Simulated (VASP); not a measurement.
## Pb: single point with PBE+D4

Crystal: Pb.

```
CELL_PARAMETERS angstrom
0.00000 2.61023 2.61023
2.61023 0.00000 2.61023
2.61023 2.61023 0.00000
ATOMIC_POSITIONS crystal
Pb 0.00000 0.00000 0.00000
```

* Program: VASP 6.6.1
* Task: single point
* Functional: PBE
* Dispersion: D4
* Potentials or basis: VASP PAW PBE potentials, release 64 (Pb_d)
* Cutoff: 520 eV
* k mesh: 9 × 9 × 9
* Occupations: gaussian, width 0.05 eV
* Spin: no spin polarisation

```yaml
Pressure: -4.9 GPa
Band_gap_on_the_k_mesh: zero (band 7 reaches 11.84 eV, above the bottom of band 8 at 4.40 eV)
Dispersion_energy_per_atom: -0.426 eV
```

Levels at points of the mesh, in eV from the Fermi level:
| k point | band 3 | band 4 | band 5 | band 6 | band 7 | band 8 | band 9 | band 10 | band 11 | band 12 |
| --- | --- | --- | --- | --- | --- | --- | --- | --- | --- | --- |
| (0.00, 0.00, 0.00) | -16.96 | -16.87 | -16.87 | -10.73 | 6.27 | 6.27 | 6.27 | 9.42 | 9.67 | 11.44 |

It took 11 s on 1 thread of Intel(R) Xeon(R) Platinum 8259CL CPU @ 2.50GHz (Skylake/Cascade Lake), on a shared host, peak memory 0.16 GiB.

Caveat: spin-orbit coupling is left out, which moves the levels of the heavy elements; pairwise dispersion overbinds metals, which lowers pressure and volume.
